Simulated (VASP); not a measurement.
Wanted: the native input for a VASP 6.6.1 run.

```
Task                   : single point
Functional             : PBEsol
Potentials or basis    : VASP PAW PBE potentials, release 64 (Zn, S)
Cutoff                 : 520 eV
k mesh                 : 6 × 6 × 6
Occupations            : methfessel-paxton, width 0.01 eV
Spin                   : no spin polarisation
Dipole correction      : no
Further INCAR settings : ALGO = Normal; EDIFF = 1e-06; NBANDS = 36
```

The structure of ZnS lies in POSCAR:

```
ZnS
1.0
    1.8686188780      1.0788476126      9.1826444859
   -1.8686188780      1.0788476126      9.1826444859
    0.0000000000     -2.1576952252      9.1826444859
Zn S
3 3
Direct
    0.9999711400      0.9999711400      0.9999711400
    0.2222694100      0.2222694100      0.2222694100
    0.4446134400      0.4446134400      0.4446134400
    0.0832671700      0.0832671700      0.0832671700
    0.5278423000      0.5278423000      0.5278423000
    0.3053625400      0.3053625400      0.3053625400
```

One way to write it, as run:

INCAR

```
PREC = Accurate
ENCUT = 520
EDIFF = 1E-6
ISMEAR = 1
SIGMA = 0.01
LREAL = F
LASPH = T
NELM = 80
ALGO = Normal
ISIF = 2
LWAVE = F
LCHARG = F
GGA = PS
NBANDS = 36
```

KPOINTS

```
regular mesh
0
Gamma
  6 6 6
```

Potentials or basis: VASP PAW PBE potentials, release 64 (Zn, S).

Command:

```console
$ cat potpaw_PBE.64/Zn/POTCAR potpaw_PBE.64/S/POTCAR > POTCAR
$ mpirun -np 1 vasp_std > vasp.out
```

Results of the run:

The pressure is 3.5 GPa and the largest force is 0.010 eV/Å. The band gap on the k mesh is 2.31 eV.

Caveat: the cell stands under pressure; the PAW data sets were made with another functional, which shifts forces and pressure a little.

It took 7.3 min on 1 thread of Intel(R) Xeon(R) 6975P-C (Granite Rapids) (shared host), peak memory 0.65 GiB.
